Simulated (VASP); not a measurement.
KF, 8 atoms in the cell. The cell holds a slab with vacuum, 8 atoms: a = 3.752 Å, b = 3.752 Å, c = 20.959 Å, α = 90.00°, β = 90.00°, γ = 90.00°. 

- Program: VASP 6.6.1
- Task: single point
- Functional: PBEsol
- Potentials or basis: VASP PAW PBE potentials, release 64 (F, K_sv)
- Cutoff: 520 eV
- k mesh: 4 × 4 × 1
- Occupations: fermi-dirac, width 0.05 eV
- Spin: no spin polarisation
- Dipole correction: no
- Further INCAR settings: ALGO = Normal; EDIFF = 1e-06; NBANDS = 42

Potentials or basis: VASP PAW PBE potentials, release 64 (F, K_sv).

The run is started by

```sh
$ cat potpaw_PBE.64/F/POTCAR potpaw_PBE.64/K_sv/POTCAR > POTCAR
$ mpirun -np 1 vasp_std > vasp.out
```

Hardware: 1 thread of Intel(R) Xeon(R) Platinum 8259CL CPU @ 2.50GHz (Skylake/Cascade Lake), with other jobs on the host.

Q: Estimate the wall time of this run.

A: Wall time 3.2 min on 1 thread of Intel(R) Xeon(R) Platinum 8259CL CPU @ 2.50GHz (Skylake/Cascade Lake) (shared host), peak memory 0.38 GiB. Counts: scf iterations 22, k points 10.
